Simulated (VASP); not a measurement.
Here is a VASP 6.6.1 calculation.

POSCAR

```
SrTaO2
1.0
    3.9654847499      0.0000000000      0.0000000000
    0.0000000000      3.9654847499      0.0000000000
    0.0000000000      0.0000000000     15.8710561383
Sr Ta O
4 4 8
Direct
    0.5000000000      0.0000000000      0.5826909268
    0.5000000000      0.0000000000      0.8304614948
    0.0000000000      0.5000000000      0.4173090732
    0.0000000000      0.5000000000      0.1695385052
    0.0000000000      0.5000000000      0.7040593033
    0.0000000000      0.5000000000      0.9683830847
    0.5000000000      0.0000000000      0.2959406967
    0.5000000000      0.0000000000      0.0316169153
    0.5000000000      0.5000000000      0.6996402278
    0.0000000000      0.0000000000      0.6996402278
    0.0000000000      0.5000000000      0.8300794237
    0.0000000000      0.5000000000      0.5719255434
    0.5000000000      0.5000000000      0.3003597722
    0.0000000000      0.0000000000      0.3003597722
    0.5000000000      0.0000000000      0.1699205763
    0.5000000000      0.0000000000      0.4280744566
```

File INCAR.step1:

```
SYSTEM = SrTaO2
PREC = Accurate
ENCUT = 520
ISMEAR = 0
SIGMA = 0.1
LREAL = Auto
LASPH = .True.
NELM = 80
NBANDS = 80
GGA = PE
ALGO = Normal
EDIFF = 1E-4
LWAVE = .True.
LCHARG = .False.
```

File INCAR.step2:

```
SYSTEM = SrTaO2
PREC = Accurate
ENCUT = 520
EDIFF = 1E-6
ISMEAR = 0
SIGMA = 0.1
LREAL = Auto
LASPH = .True.
NELM = 80
ALGO = Normal
ISIF = 2
LWAVE = .False.
LCHARG = .False.
METAGGA = R2SCAN
LMIXTAU = .True.
NBANDS = 80
ISTART = 1
```

File KPOINTS:

```
regular mesh
0
Gamma
  8 8 2
  0 0 0
```

Potentials or basis: VASP PAW PBE potentials, release 64 (Sr_sv, Ta_pv, O).

The run is started by

```sh
$ cat potpaw_PBE.64/Sr_sv/POTCAR potpaw_PBE.64/Ta_pv/POTCAR potpaw_PBE.64/O/POTCAR > POTCAR
$ cp INCAR.step1 INCAR
$ mpirun -np 1 vasp_std > vasp.out
$ cp INCAR.step2 INCAR
$ mpirun -np 1 vasp_std > vasp.out
```

Q: What does it give for the band gap on the k mesh?

A: Zero (bands 66 and 67 overlap by 0.67 eV).

Q: Estimate the pressure.

A: -2.5 GPa.

Stress tensor (GPa, compression positive):
```
-2.55  0.00  0.00
 0.00 -2.55  0.00
 0.00  0.00 -2.32
```

Caveat: the PAW data sets were made with another functional, which shifts forces and pressure a little; spin-orbit coupling is left out, which moves the levels of the heavy elements.
